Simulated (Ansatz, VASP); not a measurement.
Two plane-wave programs on Os

INCAR

```
SYSTEM = Os
  PREC = Accurate
  ENCUT = 520
  EDIFF = 1E-6
  ISMEAR = 0
  SIGMA = 0.15
  LREAL = .FALSE.
  LASPH = .TRUE.
  NELM = 100
  ALGO = Normal
  ISIF = 2
  LWAVE = .FALSE.
  LCHARG = .FALSE.
  GGA = PS
  NBANDS = 15
```

File KPOINTS:

```
Automatic mesh
0
G
  18 18 12
  0 0 0
```

File POSCAR:

```
Os
1.0
    2.8024524749      0.0000000000      0.0000000000
   -1.4012262375      2.4269950362      0.0000000000
    0.0000000000      0.0000000000      4.3197000000
Os
2
Direct
    0.3333333333      0.6666666667      0.2500000000
    0.6666666667      0.3333333333      0.7500000000
```

Input for Ansatz:

```yaml
crystal:
  lattice:
    - [2.8024524749, 0.0, 0.0]
    - [-1.4012262375, 2.4269950362, 0.0]
    - [0.0, 0.0, 4.3197]
  atoms:
    - { symbol: Os, position: [0.3333333333, 0.6666666667, 0.25] }
    - { symbol: Os, position: [0.6666666667, 0.3333333333, 0.75] }
basis:
  ecutwfc: 420
kpoints:
  mp_grid: { grid: [18, 18, 12] }
hamiltonian:
  xc: pbesol
scf:
  occupations: { method: gaussian, width: 0.15 }
output:
  forces: true
  stress: true
  eigenvalues: true
```

Change from the starting cell: strain +0.025 along x and y, +0.000 along z, atoms carried along.

Alike in both runs: task single point; functional PBEsol; k mesh 18 × 18 × 12; occupations gaussian, width 0.15 eV; no spin polarisation.

|  | VASP | Ansatz |
| --- | --- | --- |
| version | VASP 6.6.1 | Ansatz 0.2.0 |
| potentials or method | VASP PAW PBE potentials, release 64 (Os), cutoff 520 eV | scalar-relativistic, plane waves, PAW |
| valence electrons in the cell | 16 | 32 |

VASP gave:

| Quantity | Value |
| --- | --- |
| gap on the k mesh at the Fermi level (eV) | none |
| pressure (GPa) | -20.6 |
| traceless stress, the component that is largest in VASP (GPa) | 6.91 |

**Question.** What did Ansatz give for the same quantities?

**Answer.** gap on the k mesh at the Fermi level (eV): none; pressure (GPa): -20.5; traceless stress, the component that is largest in VASP (GPa): 7.02.

VASP's potentials were made for PBE, not for PBEsol. A gap of «none» marks a metal or a gap that the smearing closes. VASP's potentials hold 16 valence electrons a cell and Ansatz's 32, so a difference there can come from the potentials and not from the codes.

Spin-orbit coupling is off throughout.
